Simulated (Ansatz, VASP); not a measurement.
## One calculation of Cd2S, two programs

The input INCAR:

```
SYSTEM = Cd2S
ALGO = Normal
EDIFF = 1E-6
ENCUT = 630
GGA = PS
GGA_COMPAT = .FALSE.
ISIF = 2
ISMEAR = -1
LASPH = .TRUE.
LCHARG = .FALSE.
LREAL = .FALSE.
LWAVE = .FALSE.
NBANDS = 30
NELM = 120
PREC = Accurate
SIGMA = 0.05
```

The input KPOINTS:

```
k-points
0
G
  8 8 5
  0 0 0
```

File POSCAR:

```
Cd2S
1.0
    3.8817765334      0.0000000000      0.0000000000
   -1.9408882667      3.3617170898      0.0000000000
    0.0000000000      0.0000000000      5.6906037861
Cd S
2 1
Direct
    0.3333333333      0.6666666667      0.9327170000
    0.6666666667      0.3333333333      0.5787350000
    0.3333333333      0.6666666667      0.3657050000
```

File input.yaml:

```yaml
crystal:
  lattice:
    - [3.8817765334, 0.0, 0.0]
    - [-1.9408882667, 3.3617170898, 0.0]
    - [0.0, 0.0, 5.6906037861]
  atoms:
    - { symbol: Cd, position: [0.3333333333, 0.6666666667, 0.932717] }
    - { symbol: Cd, position: [0.6666666667, 0.3333333333, 0.578735] }
    - { symbol: S, position: [0.3333333333, 0.6666666667, 0.365705] }
hamiltonian:
  xc: pbesol
  pseudopotentials: { kind: paw }
kpoints:
  mp_grid: { grid: [8, 8, 5] }
scf:
  occupations: { method: fermi_dirac, width: 0.05 }
output:
  forces: true
  stress: true
  eigenvalues: true
  write_density: true
  write_potential: true
  elf: true
  volumetric_format: npy
```

Alike in both runs: task single point; functional PBEsol; k mesh 8 × 8 × 5; occupations fermi-dirac, width 0.05 eV; no spin polarisation.

|  | VASP | Ansatz |
| --- | --- | --- |
| version | VASP 6.6.1 | Ansatz 0.2.0 |
| potentials or method | VASP PAW PBE potentials, release 64 (Cd_sv_GW, S) | Ansatz PAW |
| plane-wave cutoff (eV) | 630 | 420 |
| valence electrons in the cell | 46 | 46 |

```tsv
	VASP	Ansatz	Ansatz less VASP
gap on the k mesh at the Fermi level (eV)	0.20	0.20	0.000
least direct gap on the mesh (eV)	0.59	0.59	0.000
pressure (GPa)	-0.5	-0.3	+0.13
traceless stress, the component that is largest in VASP (GPa)	0.39	0.39	-0.005
rms of the force components (eV/Å)	0.050	0.048	-0.0018
```

VASP's potentials were made for PBE, not for PBEsol. Atom by atom the forces differ by 0.003 eV/Å (rms over components). The functional is the same, so the differences come from potentials, cutoffs and numerics.

Noted on Ansatz's run: odd divisions of the mesh miss points on the zone boundary, where band edges often lie, so the gap on the mesh can be too wide.
